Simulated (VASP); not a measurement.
# BN (P-6m2) in VASP: notebook

BN is run at these levels: PBEsol; tasks: single point.

Program: VASP 6.6.1. These are calculated values, not measurements. Logs are shortened: lines on timing, memory, paths and dates and some standing lists are left out, and cuts for length are marked.

### Step 1. The cell of the first run

The structure is hexagonal, space group P-6m2 (No. 187). Conventional cell: a = 2.432 Å, b = 2.432 Å, c = 7.129 Å, α = 90.00°, β = 90.00°, γ = 120.00°. Within 1.9 Å of B (site symmetry -6m2) lie 3 N at 1.40 Å. Within 1.9 Å of B (site symmetry -6m2) lie 3 N at 1.40 Å. N (site symmetry -6m2) has 3 B at 1.40 Å within 1.9 Å. N (site symmetry -6m2) has 3 B at 1.40 Å within 1.9 Å.

### Step 2. Single point, PBEsol

Contents of INCAR:

```
SYSTEM = BN
ALGO = Normal
EDIFF = 1E-7
ENCUT = 520
GGA = PS
ISIF = 2
ISMEAR = 0
LASPH = .True.
LCHARG = .True.
LELF = .True.
LREAL = .False.
LVHAR = .True.
LWAVE = .False.
NBANDS = 16
NELM = 60
PREC = Accurate
SIGMA = 0.05
```

Contents of KPOINTS:

```
k-points
0
Gamma
  12 12 4
  0 0 0
```

Contents of POSCAR:

```
BN
1.0
    2.4315089798      0.0000000000      0.0000000000
   -1.2157544899      2.1057485460      0.0000000000
    0.0000000000      0.0000000000      7.1288789640
B N
2 2
Direct
    0.0000000000      0.0000000000      0.5000000000
    0.3333333333      0.6666666667      0.0000000000
    0.0000000000      0.0000000000      0.0000000000
    0.6666666667      0.3333333333      0.5000000000
```

Potentials or basis: VASP PAW PBE potentials, release 64 (B, N).

Launch:

```bash
$ cat potpaw_PBE.64/B/POTCAR potpaw_PBE.64/N/POTCAR > POTCAR
$ mpirun -np 1 vasp_std > vasp.out
```

OUTCAR:

```text
SYSTEM = BN
   EDIFF = 1E-7
   ENCUT = 520
   GGA = PS
   ISIF = 2
   ISMEAR = 0
   LASPH = .True.
   LREAL = .False.
   NELM = 60
   PREC = Accurate

 ion  position               nearest neighbor table
   1  0.000  0.000  0.500-   4 1.40   4 1.40   4 1.40
   2  0.333  0.667  0.000-   3 1.40   3 1.40   3 1.40
   3  0.000  0.000  0.000-   2 1.40   2 1.40   2 1.40
   4  0.667  0.333  0.500-   1 1.40   1 1.40   1 1.40

  LATTYP: Found a hexagonal cell.
 ALAT       =     2.4315089798
 C/A-ratio  =     2.9318744135

  Lattice vectors:

 A1 = (   2.4315089798,   0.0000000000,   0.0000000000)
 A2 = (  -1.2157544899,   2.1057485460,   0.0000000000)
 A3 = (   0.0000000000,   0.0000000000,   7.1288789640)

Analysis of symmetry for initial positions (statically):
=====================================================================
 Subroutine PRICEL returns:
 Original cell was already a primitive cell.

 Routine SETGRP: Setting up the symmetry group for a
 hexagonal supercell.

 Subroutine GETGRP returns: Found 12 space group operations
 (whereof 12 operations were pure point group operations)
 out of a pool of 24 trial point group operations.

The static configuration has the point symmetry D_3h.

Analysis of symmetry for dynamics (positions and initial velocities):
=====================================================================
 Subroutine PRICEL returns:
 Original cell was already a primitive cell.

 Routine SETGRP: Setting up the symmetry group for a
 hexagonal supercell.

 Subroutine GETGRP returns: Found 12 space group operations
 (whereof 12 operations were pure point group operations)
 out of a pool of 24 trial point group operations.

The dynamic configuration has the point symmetry D_3h.

 Subroutine INISYM returns: Found 12 space group operations
 (whereof 12 operations are pure point group operations),
 and found     1 'primitive' translations

----------------------------------------------------------------------------------------

                                     Primitive cell

  volume of cell :      36.5009

  direct lattice vectors                    reciprocal lattice vectors
     2.431508980  0.000000000  0.000000000     0.411267245  0.237445255  0.000000000
    -1.215754490  2.105748546  0.000000000     0.000000000  0.474890510  0.000000000
     0.000000000  0.000000000  7.128878964     0.000000000  0.000000000  0.140274510

[... 82 lines left out ...]
   LNONCOLLINEAR =      F non collinear calculations
   LSORBIT =      F    spin-orbit coupling
   LASPH  =      T    aspherical Exc in radial PAW
   ENCUT  =  520.0 eV  38.22 Ry    6.18 a.u.   4.52  4.52 13.25*2*pi/ulx,y,z
   NELM   =     60;   NELMIN=  2; NELMDL= -5     # of ELM steps
   EDIFF  = 0.1E-06   stopping-criterion for ELM
   LREAL  =      F    real-space projection
   EDIFFG = 0.1E-05   stopping-criterion for IOM
   NSW    =      0    number of steps for IOM
   IBRION =     -1    ionic relax: 0-MD 1-quasi-New 2-CG
   NFREE  =      0    steps in history (QN), initial steepest desc. (CG)
   ISIF   =      2    stress and relaxation
   ISYM   =      2    0-nonsym 1-usesym 2-fastsym
   POTIM  = 0.5000    time-step for ionic-motion
   TEBEG  =    0.0;   TEEND  =   0.0 temperature during run
   PSTRESS=    0.0 pullay stress
   NELECT =      16.0000    total number of electrons
   NUPDOWN=      -1.0000    fix difference up-down
   EMIN   =  10.00;   EMAX   =-10.00  energy-range for DOS
   EFERMI =   0.00;   METHOD = LEGACY
   ISMEAR =     0;   SIGMA  =   0.05  broadening in eV -4-tet -1-fermi 0-gaus
   EFERMI_NEDOS =   21; number of points for ismear=-14 and -15
   IALGO  =     38    algorithm
   IMIX   =      4    mixing-type and parameters
     AMIX     =   0.40;   BMIX     =  1.00
     AMIX_MAG =   1.60;   BMIX_MAG =  1.00
  volume/ion in A,a.u.               =       9.13        61.58
  Fermi-wavevector in a.u.,A,eV,Ry     =   1.243599  2.350061 21.041925  1.546538
  Thomas-Fermi vector in A             =   2.377902
   LORBIT       =      0    0 simple, 1 ext, 2 COOP (PROOUT), +10 PAW based schemes
   GGA     = PS    functional components
   LHFCALC =     F    Hartree Fock is set to
   AEXX    =    0.0000 exact exchange contribution
   IVDW    =     0    specifies the selected vdW correction
   LEPSILON=     F    determine dielectric tensor
   LRPA    =     F    only Hartree local field effects (RPA)
 non-spin polarized calculation
 Gauss-broadening in eV      SIGMA  =   0.05
  energy-cutoff  :      520.00
  volume of cell :       36.50
 maximum number of plane-waves:      1002
   NGX =  9   NGY =  9   NGZ = 27

 number of electron      16.0000003 magnetization

 Free energy of the ion-electron system (eV)
  ---------------------------------------------------
  ext. energy  EPLUGINS =         0.00000000
  ---------------------------------------------------
  free energy    TOTEN  =       -36.34059785 eV

  energy without entropy =      -36.34059785  energy(sigma->0) =      -36.34059785

 E-fermi :   2.3075     XC(G=0):  -9.9932

 val. band max:        2.0374973151   @ k =   0.3333   0.3333   0.5000
 cond. band min:       6.5462660609   @ k =   0.5000   0.0000   0.0000
 fundamental gap:      4.5087687458
 Fermi energy:         2.3075196605

 k-point     1 :       0.0000    0.0000    0.0000
  band No.  band energies     occupation
      1     -16.2286      2.00000
      2     -16.0563      2.00000
      3      -4.4471      2.00000
      4      -2.9863      2.00000
      5       0.7968      2.00000
      6       0.7968      2.00000
[... 433 lines left out ...]
      3      -5.0685      2.00000
      4      -5.0073      2.00000
      5      -1.6629      2.00000
      6      -1.6128      2.00000
[... 8 lines left out ...]
     15      19.1572      0.00000
     16      20.7460      0.00000

 [... further k-points ...]
[... 5 lines left out ...]
  --------------------------------------------------------------------------------------
  -------------------------------------------------------------------------------------
  Total        7.8150304      7.8150304     -0.0684422     -0.0000000     -0.0000000     -0.0000000
  in kB      343.0343599    343.0343599     -3.0042153     -0.0000000     -0.0000000     -0.0000000
  external PRESSURE =     227.6881682 kB  Pullay stress =       0.0000000 kB

 VOLUME and BASIS-vectors are now :
 -----------------------------------------------------------------------------
  energy-cutoff  :      520.00
  volume of cell :       36.50
      direct lattice vectors                 reciprocal lattice vectors
     2.431508980  0.000000000  0.000000000     0.411267245  0.237445255  0.000000000
    -1.215754490  2.105748546  0.000000000     0.000000000  0.474890510  0.000000000
     0.000000000  0.000000000  7.128878964     0.000000000  0.000000000  0.140274510

 POSITION                                       TOTAL-FORCE (eV/Angst)
 -----------------------------------------------------------------------------------
      0.00000      0.00000      3.56444        -0.000000      0.000000      0.000000
     -0.00000      1.40383      0.00000         0.000000     -0.000000      0.000000
      0.00000      0.00000      0.00000        -0.000000      0.000000      0.000000
      1.21575      0.70192      3.56444        -0.000000      0.000000      0.000000
 -----------------------------------------------------------------------------------
    total drift:                                0.000003     -0.000002     -0.000000

  FREE ENERGIE OF THE ION-ELECTRON SYSTEM (eV)
  ---------------------------------------------------
  free  energy   TOTEN  =       -36.3405978534 eV

  energy  without entropy=      -36.3405978534  energy(sigma->0) =      -36.34059785
```

stdout:

```text
POSCAR found type information on POSCAR B N
 POSCAR found :  2 types and       4 ions
 scaLAPACK will be used
 -----------------------------------------------------------------------------
|                                                                             |
|                                                                             |
|     You enforced a specific xc type in the INCAR file but a different       |
|     I HOPE YOU KNOW WHAT YOU ARE DOING!                                     |
|                                                                             |
 -----------------------------------------------------------------------------

 LDA part: xc-table for (Slater+PW92), standard interpolation
 POSCAR, INCAR and KPOINTS ok, starting setup
 FFT: planning ... GRIDC
 FFT: planning ... GRID_SOFT
 FFT: planning ... GRID
 WAVECAR not read
 entering main loop
```

Wall time 18 s (1 thread of Intel Xeon 6975P-C (Granite Rapids), shared host); peak memory 0.15 GiB.

What came out:

| Property | Result |
| --- | --- |
| Free energy | -36.3406 eV |
| Pressure | 22.8 GPa |
| Band gap on the k mesh | 4.51 eV, indirect (least direct gap 4.74 eV) |

Stress tensor (GPa, compression positive):
```
34.30  0.00  0.00
 0.00 34.30  0.00
 0.00  0.00 -0.30
```

Caveat: the PAW data sets were made with another functional, which shifts forces and pressure a little; this functional lacks dispersion, which binds the layers, so the pressure and a relaxed spacing across them are unreliable.

### Step 3. Single point, PBEsol

This run uses another cell than the first one, of the same volume but with other edges.

Contents of INCAR:

```
PREC = Accurate ; ENCUT = 520
EDIFF = 1E-7 ; ISMEAR = 0
SIGMA = 0.05 ; LREAL = False
LASPH = True ; NELM = 60
ALGO = Normal ; ISIF = 2
LWAVE = False ; LCHARG = True
GGA = PS ; LELF = True
LVHAR = True ; NBANDS = 16
```

Contents of KPOINTS:

```
Automatic mesh
0
Gamma
  12 12 4
```

Contents of POSCAR:

```
BN
1.0
    2.5443861829      0.0000000000      0.0000000000
   -1.2721930914      2.2035030714      0.0000000000
    0.0000000000      0.0000000000      6.5103890161
B N
2 2
Direct
    0.0000000000      0.0000000000      0.5000000000
    0.3333333333      0.6666666667      0.0000000000
    0.0000000000      0.0000000000      0.0000000000
    0.6666666667      0.3333333333      0.5000000000
```

Potentials or basis: VASP PAW PBE potentials, release 64 (B, N).

Launch:

```bash
$ cat potpaw_PBE.64/B/POTCAR potpaw_PBE.64/N/POTCAR > POTCAR
$ mpirun -np 1 vasp_std > vasp.out
```

Wall time 16 s (1 thread of Intel Xeon 6975P-C (Granite Rapids), shared host); peak memory 0.15 GiB.

Results (log left out):

- Free energy: -36.5072 eV
- Pressure: -10.2 GPa
- Band gap on the k mesh: 4.16 eV, indirect (least direct gap 4.25 eV)

Stress tensor (GPa, compression positive):
```
-15.88   0.00   0.00
  0.00 -15.88   0.00
  0.00   0.00   1.09
```

Levels at points of the mesh, in eV from the valence-band top:
| k point | band 6 | band 7 | band 8 | band 9 | band 10 | band 11 |
| --- | --- | --- | --- | --- | --- | --- |
| (0.00, 0.00, 0.00) | -1.48 | -1.34 | -1.34 | 5.08 | 10.07 | 11.03 |
| (0.50, 0.00, 0.00) | -4.02 | -1.38 | -0.67 | 4.16 | 5.39 | 9.04 |
| (0.00, 0.00, 0.50) | -1.48 | -1.34 | -1.34 | 7.48 | 7.53 | 11.05 |
| (0.50, 0.00, 0.50) | -4.03 | -1.01 | -0.88 | 4.41 | 4.49 | 9.25 |

Caveat: the PAW data sets were made with another functional, which shifts forces and pressure a little; this functional lacks dispersion, which binds the layers, so the pressure and a relaxed spacing across them are unreliable.

### Step 4. Single point, PBEsol

This run uses another cell than the first one, of the same volume but with other edges.

Contents of INCAR:

```
SYSTEM = BN
ALGO = Normal ; EDIFF = 1E-6
ENCUT = 520 ; GGA = PS
ISIF = 2 ; ISMEAR = 0
LASPH = .TRUE. ; LCHARG = .FALSE.
LREAL = .FALSE. ; LWAVE = .FALSE.
NBANDS = 16 ; NELM = 100
PREC = Accurate ; SIGMA = 0.05
```

Contents of KPOINTS:

```
k-points
0
G
  12 12 4
  0 0 0
```

Contents of POSCAR:

```
BN
1.0
    2.4695074452      0.0000000000      0.0000000000
   -1.2347537226      2.1386561823      0.0000000000
    0.0000000000      0.0000000000      6.9111817972
B N
2 2
Direct
    0.0000000000      0.0000000000      0.5000000000
    0.3333333333      0.6666666667      0.0000000000
    0.0000000000      0.0000000000      0.0000000000
    0.6666666667      0.3333333333      0.5000000000
```

Launch:

```bash
$ cat potpaw_PBE.64/B/POTCAR potpaw_PBE.64/N/POTCAR > POTCAR
$ mpirun -np 1 vasp_std > vasp.out
```

Wall time 15 s (1 thread of Intel Xeon 6975P-C (Granite Rapids), shared host); peak memory 0.15 GiB.

It converged, with:

* Free energy: -36.5184 eV
* Pressure: 10.6 GPa
* Band gap on the k mesh: 4.39 eV, indirect (least direct gap 4.58 eV)

Stress tensor (GPa, compression positive):
```
15.96  0.00  0.00
 0.00 15.96  0.00
 0.00  0.00 -0.01
```

Levels at points of the mesh, in eV from the valence-band top:
```tsv
k point	band 4	band 5	band 6	band 7	band 8	band 9	band 10	band 11	band 12	band 13
(0.00, 0.00, 0.00)	-4.62	-1.32	-1.32	-1.25	-1.25	4.77	9.72	11.83	11.83	11.92
(0.50, 0.00, 0.00)	-9.04	-4.25	-4.17	-1.28	-0.78	4.39	5.38	9.93	10.08	12.63
(0.00, 0.00, 0.50)	-5.55	-1.32	-1.32	-1.25	-1.25	6.97	6.98	11.84	11.84	11.91
(0.50, 0.00, 0.50)	-9.07	-4.25	-4.18	-1.04	-0.97	4.67	4.70	10.21	10.23	13.34
```

Caveat: the PAW data sets were made with another functional, which shifts forces and pressure a little; this functional lacks dispersion, which binds the layers, so the pressure and a relaxed spacing across them are unreliable. A k mesh can miss the band edges.

### Step 5. Single point, PBEsol

This run uses another cell than the first one, of the same volume but with other edges.

Contents of INCAR:

```
  ALGO = Normal
  EDIFF = 1E-7
  ENCUT = 520
  GGA = PS
  ISIF = 2
  ISMEAR = 0
  LASPH = True
  LCHARG = False
  LREAL = False
  LWAVE = False
  NBANDS = 16
  NELM = 100
  PREC = Accurate
  SIGMA = 0.05
```

Contents of KPOINTS:

```
k-points
0
Gamma
  12 12 4
```

Contents of POSCAR:

```
BN
1.0
    2.7038137805      0.0000000000      0.0000000000
   -1.3519068903      2.3415714211      0.0000000000
    0.0000000000      0.0000000000      5.7652672305
B N
2 2
Direct
    0.0000000000      0.0000000000      0.5000000000
    0.3333333333      0.6666666667      0.0000000000
    0.0000000000      0.0000000000      0.0000000000
    0.6666666667      0.3333333333      0.5000000000
```

Launch:

```bash
$ cat potpaw_PBE.64/B/POTCAR potpaw_PBE.64/N/POTCAR > POTCAR
$ mpirun -np 1 vasp_std > vasp.out
```

Wall time 16 s (1 thread of Intel Xeon 6975P-C (Granite Rapids), shared host); peak memory 0.15 GiB.

It converged, with:

- Free energy: -35.2271 eV
- Pressure: -42.6 GPa
- Band gap on the k mesh: 3.30 eV, indirect (least direct gap 3.45 eV)

Stress tensor (GPa, compression positive):
```
-66.94   0.00   0.00
  0.00 -66.94   0.00
  0.00   0.00   6.18
```

Levels at points of the mesh, in eV from the valence-band top:
```csv
k point,band 4,band 5,band 6,band 7,band 8,band 9,band 10,band 11,band 12,band 13
"(0.00, 0.00, 0.00)",-2.07,-1.88,-1.88,-1.49,-1.49,5.23,8.60,9.34,9.34,9.55
"(0.50, 0.00, 0.00)",-7.94,-4.18,-3.71,-1.85,-0.58,3.81,5.48,6.90,7.62,12.01
"(0.00, 0.00, 0.50)",-4.28,-1.87,-1.87,-1.49,-1.49,7.26,7.53,9.38,9.38,9.69
"(0.50, 0.00, 0.50)",-8.12,-4.13,-3.77,-1.08,-0.74,3.72,4.05,7.25,7.83,12.72
```

Caveat: the PAW data sets were made with another functional, which shifts forces and pressure a little; this functional lacks dispersion, which binds the layers, so the pressure and a relaxed spacing across them are unreliable. A k mesh can miss the band edges.

### Step 6. Single point, PBEsol

This run uses another cell than the first one, of the same volume but with other edges.

Contents of INCAR:

```
PREC = Accurate
ENCUT = 520
EDIFF = 1E-6
ISMEAR = 0
SIGMA = 0.05
LREAL = F
LASPH = T
NELM = 60
ALGO = Normal
ISIF = 2
LWAVE = F
LCHARG = F
GGA = PS
NBANDS = 16
```

Contents of KPOINTS:

```
Automatic mesh
0
Gamma
  12 12 4
```

Contents of POSCAR:

```
BN
1.0
    2.2998119278      0.0000000000      0.0000000000
   -1.1499059639      1.9916955534      0.0000000000
    0.0000000000      0.0000000000      7.9687160646
B N
2 2
Direct
    0.0000000000      0.0000000000      0.5000000000
    0.3333333333      0.6666666667      0.0000000000
    0.0000000000      0.0000000000      0.0000000000
    0.6666666667      0.3333333333      0.5000000000
```

Potentials or basis: VASP PAW PBE potentials, release 64 (B, N).

Launch:

```bash
$ cat potpaw_PBE.64/B/POTCAR potpaw_PBE.64/N/POTCAR > POTCAR
$ mpirun -np 1 vasp_std > vasp.out
```

Run time: 16 s. Hardware: 1 thread of Intel Xeon 6975P-C (Granite Rapids), shared host; peak memory 0.15 GiB.

Results (log left out):

| Property | Result |
| --- | --- |
| Free energy | -34.5212 eV |
| Pressure | 73.9 GPa |
| Band gap on the k mesh | 4.05 eV, indirect (least direct gap 4.98 eV) |

Stress tensor (GPa, compression positive):
```
111.14   0.00   0.00
  0.00 111.14   0.00
  0.00   0.00  -0.50
```

Levels at points of the mesh, in eV from the valence-band top:
```csv
k point,band 6,band 7,band 8,band 9,band 10,band 11
"(0.00, 0.00, 0.00)",-0.94,-0.93,-0.93,4.05,7.89,11.85
"(0.50, 0.00, 0.00)",-4.51,-1.30,-1.13,4.93,5.42,11.77
"(0.00, 0.00, 0.50)",-0.94,-0.93,-0.93,5.54,5.54,13.80
"(0.50, 0.00, 0.50)",-4.51,-1.22,-1.21,5.13,5.13,12.26
```

Caveat: the PAW data sets were made with another functional, which shifts forces and pressure a little; this functional lacks dispersion, which binds the layers, so the pressure and a relaxed spacing across them are unreliable. A k mesh can miss the band edges.

### Step 7. The runs side by side

```tsv
cell	gap on the mesh (eV)	pressure (GPa)
a = 2.432, b = 2.432, c = 7.129 Å, angles 90.0, 90.0, 120.0°, 4 atoms	4.51	22.8
a = 2.544, b = 2.544, c = 6.510 Å, angles 90.0, 90.0, 120.0°, 4 atoms	4.16	-10.2
a = 2.470, b = 2.470, c = 6.911 Å, angles 90.0, 90.0, 120.0°, 4 atoms	4.39	10.6
a = 2.704, b = 2.704, c = 5.765 Å, angles 90.0, 90.0, 120.0°, 4 atoms	3.30	-42.6
a = 2.300, b = 2.300, c = 7.969 Å, angles 90.0, 90.0, 120.0°, 4 atoms	4.05	73.9
```

Alike in all rows: task single point; level PBEsol; potentials or basis VASP PAW PBE potentials, release 64 (B, N); no spin polarisation; k mesh 12 × 12 × 4; cutoff (eV) 520; smearing gaussian 0.05 eV.

Caveats: the PAW data sets were made with another functional, which shifts forces and pressure a little; this functional lacks dispersion, which binds the layers, so the pressure and a relaxed spacing across them are unreliable.

Absolute energies hang on the potentials; compare differences alone.
